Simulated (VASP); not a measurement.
A run of VASP 6.6.1 is set up as follows.

Contents of INCAR:

```
SYSTEM = Ge
PREC = Accurate ; ENCUT = 520
EDIFF = 1E-6 ; ISMEAR = 0
SIGMA = 0.15 ; LREAL = .False.
LASPH = .True. ; NELM = 60
ALGO = Fast ; ISIF = 2
LWAVE = .False. ; LCHARG = .False.
NBANDS = 66
```

KPOINTS

```
regular mesh
0
Gamma
  9 9 9
  0 0 0
```

File POSCAR:

```
Ge
1.0
    5.1241000000      2.9584005144      1.9360574352
   -5.1241000000      2.9584005144      1.9360574352
    0.0000000000     -5.9168010287      1.9360574352
Ge
8
Direct
    0.7160372200      0.7160372200      0.7160372200
    0.2839627800      0.2839627800      0.2839627800
    0.0289443367      0.7253625347      0.5322921797
    0.5322921797      0.0289443367      0.7253625347
    0.7253625347      0.5322921797      0.0289443367
    0.9710556633      0.2746374653      0.4677078203
    0.4677078203      0.9710556633      0.2746374653
    0.2746374653      0.4677078203      0.9710556633
```

Potentials or basis: VASP PAW LDA potentials, release 64 (Ge_d).

Launch:

```bash
$ cat potpaw_LDA.64/Ge_d/POTCAR > POTCAR
$ mpirun -np 1 vasp_std > vasp.out
```

(1) What does it give for the largest force?

(2) Predict the band gap on the k mesh.

(3) What does it give for the pressure?

## Answers

(1) 0.363 eV/Å.

(2) zero (bands 56 and 57 overlap by 0.51 eV).

(3) -5.8 GPa.

Caveat: the stress differs along the axes, from -8 to -2 GPa; semilocal functionals underestimate gaps, and a narrow one can read as zero.
